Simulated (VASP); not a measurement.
A run of VASP 6.6.1 is set up as follows.

File INCAR:

```
ALGO = Normal
EDIFF = 1E-6
EDIFFG = -0.08
ENCUT = 600
GGA = PE
IBRION = 2
ISIF = 3
ISMEAR = 0
LASPH = True
LCHARG = False
LREAL = False
LWAVE = False
NELM = 100
NSW = 36
PREC = Accurate
SIGMA = 0.2
```

KPOINTS

```
k-points
0
Gamma
  4 4 4
```

The input POSCAR:

```
La2Y2O
1.0
    4.8500000000      0.0000000000      0.0000000000
    0.0000000000      4.8500000000      0.0000000000
    0.0000000000      0.0000000000      4.8500000000
La Y O
2 2 1
Direct
    0.5000000000      0.5000000000      0.0000000000
    0.0000000000      0.0000000000      0.0000000000
    0.0000000000      0.5000000000      0.5000000000
    0.5000000000      0.0000000000      0.5000000000
    0.5000000000      0.5000000000      0.5000000000
```

Potentials or basis: VASP PAW PBE potentials, release 64 (La, Y_sv, O).

Run with:

```bash
$ cat potpaw_PBE.64/La/POTCAR potpaw_PBE.64/Y_sv/POTCAR potpaw_PBE.64/O/POTCAR > POTCAR
$ mpirun -np 1 vasp_std > vasp.out
```

Task: Predict the space group after relaxing (to 0.1 Å).

Result: P4/mmm (No. 123).

Task: What does it give for the band gap on the k mesh?

Result: Zero (bands 25 and 26 overlap by 2.04 eV).

Task: What does it give for the relaxed volume?

Result: 26.22 Å³/atom.

The path:
| step | energy change (eV) | largest force (eV/Å) | pressure (GPa) | volume (Å³) |
| --- | --- | --- | --- | --- |
| 1 | 0.0000 | 0.0000 | 8.93 | 114.08 |
| 2 | -0.4731 | 0.0000 | -2.20 | 136.29 |
| 3 | -0.4985 | 0.0000 | -0.51 | 131.51 |
| 4 | -0.4985 | 0.0000 | -0.65 | 131.88 |
| 5 | -0.5431 | 0.0000 | -0.38 | 130.96 |
| 6 | -0.5848 | 0.0000 | 0.62 | 128.82 |
| 7 | -0.5882 | 0.0000 | -0.24 | 131.10 |

Caveat: spin-orbit coupling is left out, which moves the levels of the heavy elements.
